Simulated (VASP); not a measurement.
**Ba8H: single point with PBE**

The system is Ba8H.

```
Ba H
1.0
     0.00000    6.38119    6.38119
     6.38119    0.00000    6.38119
     6.38119    6.38119    0.00000
Ba H
8 1
Direct
  0.00706 0.00706 0.00706
  0.00706 0.00706 0.47883
  0.00706 0.47883 0.00706
  0.99998 0.50001 0.50001
  0.47883 0.00706 0.00706
  0.50001 0.99998 0.50001
  0.50001 0.50001 0.99998
  0.50001 0.50001 0.50001
  0.12500 0.12500 0.12500
```

```yaml
Program: VASP 6.6.1
Task: single point
Functional: PBE
Potentials_or_basis: VASP PAW PBE potentials, release 64 (Ba_sv, H)
Cutoff: 520 eV
k_mesh: 4 × 4 × 4
Occupations: gaussian, width 0.1 eV
Spin: no spin polarisation
Dipole_correction: no
Further_INCAR_settings: ALGO = Normal; EDIFF = 1e-06; NBANDS = 50
```

* Pressure: 0.0 GPa
* Largest force: 0.023 eV/Å

Forces in eV/Å, atoms in the order of the input:
```
Ba  -0.013 -0.013 -0.013
Ba   0.013  0.013 -0.013
Ba   0.013 -0.013  0.013
Ba  -0.009  0.009  0.009
Ba  -0.013  0.013  0.013
Ba   0.009 -0.009  0.009
Ba   0.009  0.009 -0.009
Ba  -0.009 -0.009 -0.009
H    0.000  0.000  0.000
```

Levels at points of the mesh, in eV from the Fermi level:
| k point | band 38 | band 39 | band 40 | band 41 | band 42 | band 43 | band 44 | band 45 |
| --- | --- | --- | --- | --- | --- | --- | --- | --- |
| (0.00, 0.00, 0.00) | -0.75 | -0.75 | -0.75 | -0.48 | -0.10 | -0.10 | 0.65 | 0.99 |
| (0.50, 0.00, 0.00) | -0.39 | -0.37 | -0.37 | -0.13 | 0.32 | 0.32 | 0.32 | 0.33 |
| (0.50, 0.50, 0.00) | -0.59 | -0.28 | -0.03 | -0.03 | 0.63 | 0.64 | 0.70 | 0.71 |

It took 5.3 min on 1 thread of Intel(R) Xeon(R) Platinum 8259CL CPU @ 2.50GHz (Skylake/Cascade Lake) (shared host), peak memory 0.76 GiB.

Caveat: spin-orbit coupling is left out, which moves the levels of the heavy elements.
